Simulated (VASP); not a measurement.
Here is a VASP 6.6.1 calculation.

INCAR

```
  ALGO = Fast
  EDIFF = 1E-6
  EDIFFG = -0.01
  ENCUT = 600
  GGA = PE
  IBRION = 2
  ISIF = 3
  ISMEAR = 0
  LASPH = T
  LCHARG = F
  LREAL = F
  LWAVE = F
  NELM = 80
  NSW = 100
  PREC = Accurate
  SIGMA = 0.1
```

File KPOINTS:

```
k-points
0
Gamma
  10 10 10
```

POSCAR

```
SrBe4Cd
1.0
    0.0000000000      3.5784327578      3.5784327578
    3.5784327578      0.0000000000      3.5784327578
    3.5784327578      3.5784327578      0.0000000000
Sr Be Cd
1 4 1
Direct
    0.0000000000      0.0000000000      0.0000000000
    0.1161346951      0.6279551016      0.6279551016
    0.6279551016      0.6279551016      0.6279551016
    0.6279551016      0.1161346951      0.6279551016
    0.6279551016      0.6279551016      0.1161346951
    0.2500000000      0.2500000000      0.2500000000
```

Potentials or basis: VASP PAW PBE potentials, release 64 (Sr_sv, Be, Cd).

Run with:

```bash
$ cat potpaw_PBE.64/Sr_sv/POTCAR potpaw_PBE.64/Be/POTCAR potpaw_PBE.64/Cd/POTCAR > POTCAR
$ mpirun -np 1 vasp_std > vasp.out
```

Q: What does it give for the band gap on the k mesh?

A: Zero (bands 15 and 16 overlap by 0.68 eV).

Q: Estimate the relaxed cell.

A: a = 5.074 Å, b = 5.074 Å, c = 5.074 Å, α = 60.00°, β = 60.00°, γ = 60.00°.

Forces on the atoms (eV/Å):
```
Sr   0.000  0.000  0.000
Be  -0.005  0.005  0.005
Be  -0.005 -0.005 -0.005
Be   0.005 -0.005  0.005
Be   0.005  0.005 -0.005
Cd   0.000  0.000  0.000
```
